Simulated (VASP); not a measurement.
# W (Fm-3m) in VASP: further runs, part 2 of 2

VASP 6.6.1.

## Step 5: Single point, PBE

This run uses another cell than the first one, of 17.73 Å³/atom, 1.060 times its volume.

The input, INCAR:

```
PREC = Accurate
ENCUT = 500
EDIFF = 1E-6
ISMEAR = -1
SIGMA = 0.05
LREAL = False
LASPH = True
NELM = 120
ALGO = Normal
ISIF = 2
LWAVE = False
LCHARG = False
GGA = PE
NBANDS = 13
GGA_COMPAT = False
```

The input, KPOINTS:

```
Automatic mesh
0
Gamma
  10 10 10
```

The input, POSCAR:

```
W
1.0
    0.0000000000      2.0698140295      2.0698140295
    2.0698140295      0.0000000000      2.0698140295
    2.0698140295      2.0698140295      0.0000000000
W
1
Direct
    0.0000000000      0.0000000000      0.0000000000
```

Potentials or basis: VASP PAW PBE potentials, release 64 (W_sv).

Started as:

```bash
cat potpaw_PBE.64/W_sv/POTCAR > POTCAR
mpirun -np 1 vasp_std > vasp.out
```

OUTCAR:

```text
PREC = Accurate
   ENCUT = 500
   EDIFF = 1E-6
   ISMEAR = -1
   LREAL = False
   LASPH = True
   NELM = 120
   ISIF = 2
   GGA = PE

 ion  position               nearest neighbor table
   1  0.000  0.000  0.000-

  LATTYP: Found a face centered cubic cell.
 ALAT       =     4.1396280590

  Lattice vectors:

 A1 = (   0.0000000000,   2.0698140295,   2.0698140295)
 A2 = (   2.0698140295,   0.0000000000,   2.0698140295)
 A3 = (   2.0698140295,   2.0698140295,   0.0000000000)

Analysis of symmetry for initial positions (statically):
=====================================================================
 Subroutine PRICEL returns:
 Original cell was already a primitive cell.

 Routine SETGRP: Setting up the symmetry group for a
 face centered cubic supercell.

 Subroutine GETGRP returns: Found 48 space group operations
 (whereof 48 operations were pure point group operations)
 out of a pool of 48 trial point group operations.

The static configuration has the point symmetry O_h .

Analysis of symmetry for dynamics (positions and initial velocities):
=====================================================================
 Subroutine PRICEL returns:
 Original cell was already a primitive cell.

 Routine SETGRP: Setting up the symmetry group for a
 face centered cubic supercell.

 Subroutine GETGRP returns: Found 48 space group operations
 (whereof 48 operations were pure point group operations)
 out of a pool of 48 trial point group operations.

The dynamic configuration has the point symmetry O_h .

 Subroutine INISYM returns: Found 48 space group operations
 (whereof 48 operations are pure point group operations),
 and found     1 'primitive' translations

----------------------------------------------------------------------------------------
[... 114 lines left out ...]
  Thomas-Fermi vector in A             =   2.622861
   LORBIT       =      0    0 simple, 1 ext, 2 COOP (PROOUT), +10 PAW based schemes
   GGA     = PE    functional components
   LHFCALC =     F    Hartree Fock is set to
   AEXX    =    0.0000 exact exchange contribution
   IVDW    =     0    specifies the selected vdW correction
   LEPSILON=     F    determine dielectric tensor
   LRPA    =     F    only Hartree local field effects (RPA)
 non-spin polarized calculation
  energy-cutoff  :      500.00
  volume of cell :       17.73
 maximum number of plane-waves:       464
 NGX is ok and might be reduce to    24
   NGX = 11   NGY = 11   NGZ = 11

 number of electron      13.9999998 magnetization

 Free energy of the ion-electron system (eV)
  ---------------------------------------------------
  ext. energy  EPLUGINS =         0.00000000
  ---------------------------------------------------
  free energy    TOTEN  =       -12.39756871 eV

  energy without entropy =      -12.38593947  energy(sigma->0) =      -12.39175409

 E-fermi :   9.4172     XC(G=0): -13.0111

 val. band max:        9.4051025304   @ k =   0.2000   0.0000   0.0000
 cond. band min:       9.4250941129   @ k =  -0.1000   0.1000   0.0000
 fundamental gap:      0.0199915825
 Fermi energy:         9.4172164482

 k-point     1 :       0.0000    0.0000    0.0000
  band No.  band energies     occupation
      1     -64.3964      2.00000
      2     -28.1099      2.00000
      3     -28.1099      2.00000
      4     -28.1099      2.00000
      5       0.8745      2.00000
      6       8.9746      1.99971
      7       8.9746      1.99971
      8       8.9746      1.99971
      9      11.7647      0.00000
     10      11.7647      0.00000
     11      22.1363      0.00000
     12      26.9785      0.00000
     13      26.9785      0.00000
[... 354 lines left out ...]
  band No.  band energies     occupation
      1     -64.3173      2.00000
      2     -28.7804      2.00000
      3     -28.3844      2.00000
      4     -28.3563      2.00000
      5       4.8294      2.00000
      6       6.1109      2.00000
      7       9.2449      1.93820
      8      11.9312      0.00000
      9      13.2158      0.00000
     10      13.8141      0.00000
     11      22.1514      0.00000
     12      24.0104      0.00000
     13      25.4719      0.00000

 [... further k-points ...]

------------------------ aborting loop because EDIFF is reached ----------------------------------------

  FORCE on cell =-STRESS in cart. coord.  units (eV):
  Direction    XX          YY          ZZ          XY          YZ          ZX
  --------------------------------------------------------------------------------------
  -------------------------------------------------------------------------------------
  Total       -1.9454872     -1.9454872     -1.9454872      0.0000000      0.0000000      0.0000000
  in kB     -175.7579565   -175.7579565   -175.7579565      0.0000000      0.0000000      0.0000000
  external PRESSURE =    -175.7579565 kB  Pullay stress =       0.0000000 kB

 VOLUME and BASIS-vectors are now :
 -----------------------------------------------------------------------------
  energy-cutoff  :      500.00
  volume of cell :       17.73
      direct lattice vectors                 reciprocal lattice vectors
     0.000000000  2.069814029  2.069814029    -0.241567596  0.241567596  0.241567596
     2.069814029  0.000000000  2.069814029     0.241567596 -0.241567596  0.241567596
     2.069814029  2.069814029  0.000000000     0.241567596  0.241567596 -0.241567596

 POSITION                                       TOTAL-FORCE (eV/Angst)
 -----------------------------------------------------------------------------------
      0.00000      0.00000      0.00000         0.000000      0.000000      0.000000
 -----------------------------------------------------------------------------------
    total drift:                               -0.000000      0.000000     -0.000000

  FREE ENERGIE OF THE ION-ELECTRON SYSTEM (eV)
  ---------------------------------------------------
  free  energy   TOTEN  =       -12.3975687094 eV

  energy  without entropy=      -12.3859394690  energy(sigma->0) =      -12.39175409
```

Run time: 5 s. Hardware: 1 thread of Intel Xeon Platinum 8375C at 2.90GHz (Ice Lake), shared host; peak memory 0.14 GiB.

Results:

- Free energy: -12.3976 eV
- Pressure: -17.6 GPa
- Band gap on the k mesh: zero (band 7 reaches 12.11 eV, above the bottom of band 8 at 8.97 eV)

Levels at points of the mesh, in eV from the Fermi level:
| k point | band 5 | band 6 | band 7 | band 8 | band 9 | band 10 |
| --- | --- | --- | --- | --- | --- | --- |
| (0.00, 0.00, 0.00) | -8.54 | -0.44 | -0.44 | -0.44 | 2.35 | 2.35 |
| (0.50, 0.00, 0.00) | -5.16 | -0.63 | -0.63 | 0.48 | 4.55 | 4.55 |
| (0.50, 0.50, 0.00) | -4.93 | -4.02 | 2.70 | 4.51 | 5.19 | 5.19 |

Caveat: spin-orbit coupling is left out, which moves the levels of the heavy elements.

## Step 6: Summary

```csv
cell,gap on the mesh (eV),pressure (GPa)
"a = 2.871 Å, angles 60.0°, 1 atom",none,-3.8
"a = 2.890 Å, angles 60.0°, 1 atom",none,-8.9
"a = 2.909 Å, angles 60.0°, 1 atom",none,-13.5
"a = 2.927 Å, angles 60.0°, 1 atom",none,-17.6
```

Alike in all rows: task single point; level PBE; potentials or basis VASP PAW PBE potentials, release 64 (W_sv); no spin polarisation; k mesh 10 × 10 × 10; cutoff (eV) 500; smearing fermi-dirac 0.05 eV.

Caveats: spin-orbit coupling is left out, which moves the levels of the heavy elements.

Total energies depend on the potentials used, so only differences within one code and one set of settings carry meaning.
